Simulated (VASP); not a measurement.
# Sn (Fd-3m) in VASP: a series of runs

Runs on Sn. Level: PBEsol. Tasks: relaxation of cell and atoms.

All numbers are computed with VASP 6.6.1; they aren't measurements. Logs are shortened: lines on timing, memory, paths and dates and some standing lists are left out, and cuts for length are marked.

**1. The cell of the first run**

The structure is cubic, space group Fd-3m (No. 227). Conventional cell: a = 6.467 Å, b = 6.467 Å, c = 6.467 Å, α = 90.00°, β = 90.00°, γ = 90.00°. Within 3.7 Å of Sn (site symmetry -43m) lie 4 Sn at 2.80 Å.

This isn't the form of Sn at room conditions, which is tetragonal (white tin).

**2. Relaxation of cell and atoms, PBEsol**

The input, INCAR:

```
PREC     = Accurate       # precision mode
ENCUT    = 600            # plane-wave cutoff, eV
EDIFF    = 1E-6           # SCF threshold, eV
ISMEAR   = -1             # smearing method
SIGMA    = 0.08           # smearing width, eV
LREAL    = False          # projectors in reciprocal space
LASPH    = True           # aspherical terms in the spheres
NELM     = 60             # most SCF steps
ALGO     = Normal         # electronic algorithm
ISIF     = 3              # what is computed and relaxed
LWAVE    = False          # write WAVECAR
LCHARG   = False          # write CHGCAR
GGA      = PS             # functional
IBRION   = 2              # ionic algorithm
NSW      = 100            # ionic steps
EDIFFG   = -0.002         # ionic threshold
```

The input, KPOINTS:

```
Automatic mesh
0
Gamma
  14 14 14
```

The input, POSCAR:

```
Sn
1.0
    0.0000000000      3.2333428000      3.2333428000
    3.2333428000      0.0000000000      3.2333428000
    3.2333428000      3.2333428000      0.0000000000
Sn
2
Direct
    0.5000000000      0.5000000000      0.5000000000
    0.7500000000      0.7500000000      0.7500000000
```

Potentials or basis: VASP PAW PBE potentials, release 64 (Sn_d).

Run with:

```
> cat potpaw_PBE.64/Sn_d/POTCAR > POTCAR
> mpirun -np 1 vasp_std > vasp.out
```

OUTCAR:

```text
PREC = Accurate
   ENCUT = 600
   EDIFF = 1E-6
   ISMEAR = -1
   LREAL = False
   LASPH = True
   NELM = 60
   ISIF = 3
   GGA = PS
   IBRION = 2
   NSW = 100
   EDIFFG = -0.002

 ion  position               nearest neighbor table
   1  0.500  0.500  0.500-   2 2.80   2 2.80   2 2.80   2 2.80
   2  0.750  0.750  0.750-   1 2.80   1 2.80   1 2.80   1 2.80

  LATTYP: Found a face centered cubic cell.
 ALAT       =     6.4666856000

  Lattice vectors:

 A1 = (   0.0000000000,   3.2333428000,   3.2333428000)
 A2 = (   3.2333428000,   0.0000000000,   3.2333428000)
 A3 = (   3.2333428000,   3.2333428000,   0.0000000000)

Analysis of symmetry for initial positions (statically):
=====================================================================
 Subroutine PRICEL returns:
 Original cell was already a primitive cell.

 Routine SETGRP: Setting up the symmetry group for a
 face centered cubic supercell.

 Subroutine GETGRP returns: Found 48 space group operations
 (whereof 24 operations were pure point group operations)
 out of a pool of 48 trial point group operations.

The static configuration has the point symmetry T_d .
 The point group associated with its full space group is O_h .

Analysis of symmetry for dynamics (positions and initial velocities):
=====================================================================
 Subroutine PRICEL returns:
 Original cell was already a primitive cell.

 Routine SETGRP: Setting up the symmetry group for a
 face centered cubic supercell.

 Subroutine GETGRP returns: Found 48 space group operations
 (whereof 24 operations were pure point group operations)
 out of a pool of 48 trial point group operations.

The dynamic configuration has the point symmetry T_d .
 The point group associated with its full space group is O_h .

 Subroutine INISYM returns: Found 48 space group operations
 (whereof 24 operations are pure point group operations),
 and found     1 'primitive' translations

----------------------------------------------------------------------------------------

                                     Primitive cell

  volume of cell :      67.6060

  direct lattice vectors                    reciprocal lattice vectors
     0.000000000  3.233342800  3.233342800    -0.154638723  0.154638723  0.154638723
     3.233342800  0.000000000  3.233342800     0.154638723 -0.154638723  0.154638723
     3.233342800  3.233342800  0.000000000     0.154638723  0.154638723 -0.154638723

[... 92 lines left out ...]
   TEBEG  =    0.0;   TEEND  =   0.0 temperature during run
   PSTRESS=    0.0 pullay stress
   NELECT =      28.0000    total number of electrons
   NUPDOWN=      -1.0000    fix difference up-down
   EMIN   =  10.00;   EMAX   =-10.00  energy-range for DOS
   EFERMI =   0.00;   METHOD = LEGACY
   ISMEAR =    -1;   SIGMA  =   0.08  broadening in eV -4-tet -1-fermi 0-gaus
   EFERMI_NEDOS =   21; number of points for ismear=-14 and -15
   IALGO  =     38    algorithm
   IMIX   =      4    mixing-type and parameters
     AMIX     =   0.40;   BMIX     =  1.00
     AMIX_MAG =   1.60;   BMIX_MAG =  1.00
  volume/ion in A,a.u.               =      33.80       228.11
  Fermi-wavevector in a.u.,A,eV,Ry     =   1.220298  2.306028 20.260793  1.489126
  Thomas-Fermi vector in A             =   2.355520
   LORBIT       =      0    0 simple, 1 ext, 2 COOP (PROOUT), +10 PAW based schemes
   GGA     = PS    functional components
   LHFCALC =     F    Hartree Fock is set to
   AEXX    =    0.0000 exact exchange contribution
   IVDW    =     0    specifies the selected vdW correction
   LEPSILON=     F    determine dielectric tensor
   LRPA    =     F    only Hartree local field effects (RPA)
 conjugate gradient relaxation of ions
 non-spin polarized calculation
  energy-cutoff  :      600.00
  volume of cell :       67.61
 maximum number of plane-waves:      2281
 NGX is ok and might be reduce to    40
   NGX = 19   NGY = 19   NGZ = 19

--------------------------------------- Ionic step        1  -------------------------------------------

 number of electron      28.0000005 magnetization

 Free energy of the ion-electron system (eV)
  ---------------------------------------------------
  ext. energy  EPLUGINS =         0.00000000
  ---------------------------------------------------
  free energy    TOTEN  =        -8.45751271 eV

  energy without entropy =       -8.45481079  energy(sigma->0) =       -8.45616175

------------------------ aborting loop because EDIFF is reached ----------------------------------------

  FORCE on cell =-STRESS in cart. coord.  units (eV):
  Direction    XX          YY          ZZ          XY          YZ          ZX
  --------------------------------------------------------------------------------------
  -------------------------------------------------------------------------------------
  Total        0.6349318      0.6349318      0.6349318      0.0000000      0.0000000      0.0000000
  in kB       15.0470870     15.0470870     15.0470870      0.0000000      0.0000000      0.0000000
  external PRESSURE =      15.0470870 kB  Pullay stress =       0.0000000 kB
[... 59 lines left out ...]
--------------------------------------- Ionic step        3  -------------------------------------------

 number of electron      28.0000003 magnetization

 Free energy of the ion-electron system (eV)
  ---------------------------------------------------
  ext. energy  EPLUGINS =         0.00000000
  ---------------------------------------------------
  free energy    TOTEN  =        -8.46784276 eV

  energy without entropy =       -8.46476316  energy(sigma->0) =       -8.46630296

 E-fermi :   5.2716     XC(G=0):  -8.9680

 val. band max:        5.2357034158   @ k =   0.0714   0.0000   0.0000
 cond. band min:       5.2750794155   @ k =   0.3571   0.0000   0.0000
 fundamental gap:      0.0393759997
 Fermi energy:         5.2715775911

 k-point     1 :       0.0000    0.0000    0.0000
  band No.  band energies     occupation
      1     -16.3038      2.00000
      2     -16.3038      2.00000
      3     -16.3038      2.00000
      4     -16.2464      2.00000
      5     -16.2464      2.00000
      6     -15.9528      2.00000
[... 481 lines left out ...]
      5     -16.1788      2.00000
      6     -16.0450      2.00000
[... 10 lines left out ...]
     17       9.2737      0.00000
     18       9.3313      0.00000

 [... further k-points ...]

------------------------ aborting loop because EDIFF is reached ----------------------------------------

  FORCE on cell =-STRESS in cart. coord.  units (eV):
  Direction    XX          YY          ZZ          XY          YZ          ZX
  --------------------------------------------------------------------------------------
  -------------------------------------------------------------------------------------
  Total       -0.0027490     -0.0027490     -0.0027490      0.0000000      0.0000000     -0.0000000
  in kB       -0.0630251     -0.0630251     -0.0630251      0.0000000      0.0000000     -0.0000000
  external PRESSURE =      -0.0630251 kB  Pullay stress =       0.0000000 kB
[... 17 lines left out ...]
  FREE ENERGIE OF THE ION-ELECTRON SYSTEM (eV)
  ---------------------------------------------------
  free  energy   TOTEN  =        -8.4678427649 eV

  energy  without entropy=       -8.4647631592  energy(sigma->0) =       -8.46630296

 reached required accuracy - stopping structural energy minimisation
```

CONTCAR:

```text
Sn
   1.00000000000000
     0.0000000000000000    3.2692467946755861    3.2692467946755861
     3.2692467946755861    0.0000000000000000    3.2692467946755861
     3.2692467946755861    3.2692467946755861    0.0000000000000000
  Sn
     2
Direct
     0.5000000000000000    0.5000000000000000    0.5000000000000000
     0.7500000000000000    0.7500000000000000    0.7500000000000000

  0.00000000E+00  0.00000000E+00  0.00000000E+00
  0.00000000E+00  0.00000000E+00  0.00000000E+00
```

Wall time 5.7 min (1 thread of Oxide Virtual Turin-like, shared host); peak memory 0.29 GiB.

What came out:

| Quantity | Value |
| --- | --- |
| Free energy | -8.4678 eV |
| Relaxed volume | 34.94 Å³/atom |
| Relaxed cell | a = 4.623 Å, b = 4.623 Å, c = 4.623 Å, α = 60.00°, β = 60.00°, γ = 60.00° |
| Space group after relaxing (to 0.1 Å) | Fd-3m (No. 227) |
| Energy gained by relaxing | 5.2 meV/atom |
| Ionic steps | 3 |
| Pressure after relaxing | 0.0 GPa |
| Band gap on the k mesh | zero (bands 14 and 15 overlap by 0.19 eV) |

Step by step:
| step | energy change (eV) | largest force (eV/Å) | pressure (GPa) | volume (Å³) |
| --- | --- | --- | --- | --- |
| 1 | 0.0000 | 0.0000 | 1.50 | 67.61 |
| 2 | -0.0089 | 0.0000 | -0.48 | 70.76 |
| 3 | -0.0103 | 0.0000 | -0.01 | 69.88 |

Final structure:
```
Sn
1.0
     0.00000    3.26925    3.26925
     3.26925    0.00000    3.26925
     3.26925    3.26925    0.00000
Sn
2
Cartesian
  3.2692 3.2692 3.2692
  4.9039 4.9039 4.9039
```

Caveat: the PAW data sets were made with another functional, which shifts forces and pressure a little; spin-orbit coupling is left out, which moves the levels of the heavy elements. Zero-point motion and thermal expansion aren't in these numbers.

**3. Relaxation of cell and atoms, PBEsol, target pressure 1 GPa, at which the enthalpy is minimised**

This run uses another cell than the first one, of 34.97 Å³/atom.

The input, INCAR:

```
SYSTEM = Sn
PREC = Accurate
ENCUT = 600
EDIFF = 1E-6
ISMEAR = -1
SIGMA = 0.08
LREAL = .False.
LASPH = .True.
NELM = 60
ALGO = Normal
ISIF = 3
LWAVE = .False.
LCHARG = .False.
GGA = PS
IBRION = 2
NSW = 100
EDIFFG = -0.002
PSTRESS = 10.0
```

The input, KPOINTS:

```
Automatic mesh
0
Gamma
  14 14 14
  0 0 0
```

The input, POSCAR:

```
Sn
1.0
    0.0000000000      3.2701694453      3.2701694453
    3.2701694453      0.0000000000      3.2701694453
    3.2701694453      3.2701694453      0.0000000000
Sn
2
Direct
    0.5000000000      0.5000000000      0.5000000000
    0.7500000000      0.7500000000      0.7500000000
```

Potentials or basis: VASP PAW PBE potentials, release 64 (Sn_d).

Run with:

```
> cat potpaw_PBE.64/Sn_d/POTCAR > POTCAR
> mpirun -np 1 vasp_std > vasp.out
```

Run time: 5.5 min. Hardware: 1 thread of Oxide Virtual Turin-like, shared host; peak memory 0.28 GiB.

The run converged. Its results:

* Free energy: -8.4633 eV
* Relaxed volume: 34.16 Å³/atom
* Relaxed cell: a = 4.589 Å, b = 4.589 Å, c = 4.589 Å, α = 60.00°, β = 60.00°, γ = 60.00°
* Space group after relaxing (to 0.1 Å): Fd-3m (No. 227)
* Energy change on relaxing (the run minimises the enthalpy): +2.4 meV/atom
* Ionic steps: 3
* Pressure after relaxing: 1.0 GPa
* Band gap on the k mesh: zero (bands 14 and 15 overlap by 0.15 eV)

The path:
| step | energy change (eV) | largest force (eV/Å) | pressure (GPa) | volume (Å³) |
| --- | --- | --- | --- | --- |
| 1 | 0.0000 | 0.0000 | -0.03 | 69.94 |
| 2 | 0.0096 | 0.0000 | 1.44 | 67.70 |
| 3 | 0.0048 | 0.0000 | 1.00 | 68.33 |

Final structure:
```
Sn
1.0
     0.00000    3.24483    3.24483
     3.24483    0.00000    3.24483
     3.24483    3.24483    0.00000
Sn
2
Direct
  0.50000 0.50000 0.50000
  0.75000 0.75000 0.75000
```

Levels at points of the mesh, in eV from the Fermi level:
```csv
k point,band 12,band 13,band 14,band 15,band 16,band 17
"(0.00, 0.00, 0.00)",-0.73,0.05,0.05,0.05,2.12,2.12
"(0.50, 0.00, 0.00)",-6.35,-1.15,-1.15,-0.09,3.18,3.18
"(0.50, 0.50, 0.00)",-7.56,-2.50,-2.50,0.73,0.73,7.68
```

Caveat: the cell is relaxed towards a set pressure, so the run minimises the enthalpy, not the energy; the PAW data sets were made with another functional, which shifts forces and pressure a little; spin-orbit coupling is left out, which moves the levels of the heavy elements.

The gap in the log of VASP goes by the Fermi energy; the results here count the filled bands.